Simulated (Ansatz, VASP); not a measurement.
## Two plane-wave programs on BaCu3

```xyz
4
Lattice="4.2035 0.0000 0.0000 0.0000 4.2035 0.0000 0.0000 0.0000 4.2035" Properties=species:S:1:pos:R:3 pbc="T T T"
Ba    0.0000    0.0000    0.0000
Cu    0.0000    2.1018    2.1018
Cu    2.1018    0.0000    2.1018
Cu    2.1018    2.1018    0.0000
```

Alike in both runs: task single point; functional PBE; k mesh 4 × 4 × 4; occupations gaussian, width 0.1 eV; no spin polarisation.

|  | VASP | Ansatz |
| --- | --- | --- |
| version | VASP 6.6.1 | Ansatz 0.2.0 |
| potentials or method | VASP PAW PBE potentials, release 64 (Ba_sv, Cu_sv_GW), cutoff 820 eV | scalar-relativistic, plane waves, PAW |
| valence electrons in the cell | 67 | 67 |

|  | VASP | Ansatz | Ansatz less VASP |
| --- | --- | --- | --- |
| gap on the k mesh at the Fermi level (eV) | none | none | - |
| pressure (GPa) | 7.9 | 7.1 | -0.85 |

A gap of «none» marks a metal or a gap that the smearing closes. With one functional, cell and mesh, what is left measures potentials, basis and numerics.

The k mesh is coarse, so the values compare programs but aren't converged. Spin-orbit coupling is off throughout.
